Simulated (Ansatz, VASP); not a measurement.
Two plane-wave programs on AlGa3N4

```xyz
8
Lattice="4.3294 0.0000 0.0000 0.0000 4.3294 0.0000 0.0000 0.0000 4.3294" Properties=species:S:1:pos:R:3 pbc="T T T"
Al    0.0000    0.0000    0.0000
Ga    2.1647    2.1647    0.0000
Ga    2.1647    0.0000    2.1647
Ga    0.0000    2.1647    2.1647
N     3.2692    3.2692    1.0601
N     3.2692    1.0601    3.2692
N     1.0601    3.2692    3.2692
N     1.0601    1.0601    1.0601
```

Alike in both runs: functional PBEsol; k mesh 6 × 6 × 6; occupations gaussian, width 0.02 eV; no spin polarisation.

Ansatz relaxed the structure, and its values are those at the end. VASP's run is a single point on that final structure, the one shown.

|  | VASP | Ansatz |
| --- | --- | --- |
| version | VASP 6.6.1 | Ansatz 0.2.0 |
| potentials or method | VASP PAW PBE potentials, release 64 (Al, Ga_d, N), cutoff 520 eV | scalar-relativistic, plane waves, PAW |
| valence electrons in the cell | 62 | 62 |

```tsv
	VASP	Ansatz	Ansatz less VASP
gap on the k mesh at the Fermi level (eV)	2.97	2.95	-0.023
least direct gap on the mesh (eV)	2.97	2.95	-0.023
pressure (GPa)	21.9	22.0	+0.16
rms of the force components (eV/Å)	0.005	0.005	-0.0001
```

VASP's potentials were made for PBE, not for PBEsol. The functional is the same, so the differences come from potentials, cutoffs and numerics. Ansatz's warnings: stress scf threshold loose.
